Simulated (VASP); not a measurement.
Sn: single point with PBE

Sn:

```
Sn
1.0
    -1.41332    1.41332    1.41332
     1.41332   -1.41332    1.41332
     1.41332    1.41332   -1.41332
Sn
1
Direct
  0.00000 0.00000 0.00000
```

```
Program                : VASP 6.6.1
Task                   : single point
Functional             : PBE
Potentials or basis    : VASP PAW PBE potentials, release 64 (Sn_d)
Cutoff                 : 520 eV
k mesh                 : 19 × 19 × 19
Occupations            : fermi-dirac, width 0.1 eV
Spin                   : no spin polarisation
Dipole correction      : no
Further INCAR settings : ALGO = Normal; EDIFF = 1e-07; NBANDS = 13
```

| Item | Value |
| --- | --- |
| Pressure | 371.6 GPa |
| Band gap on the k mesh | zero (band 7 reaches 36.56 eV, above the bottom of band 8 at 20.17 eV) |

Levels at points of the mesh, in eV from the Fermi level:
| k point | band 4 | band 5 | band 6 | band 7 | band 8 | band 9 | band 10 | band 11 |
| --- | --- | --- | --- | --- | --- | --- | --- | --- |
| (0.00, 0.00, 0.00) | -23.29 | -23.29 | -21.42 | 11.39 | 11.39 | 11.39 | 20.17 | 20.17 |

Wall time 13 s on 1 thread of Intel(R) Xeon(R) 6975P-C (Granite Rapids), with other jobs on the host, peak memory 0.14 GiB.

Caveat: spin-orbit coupling is left out, which moves the levels of the heavy elements.
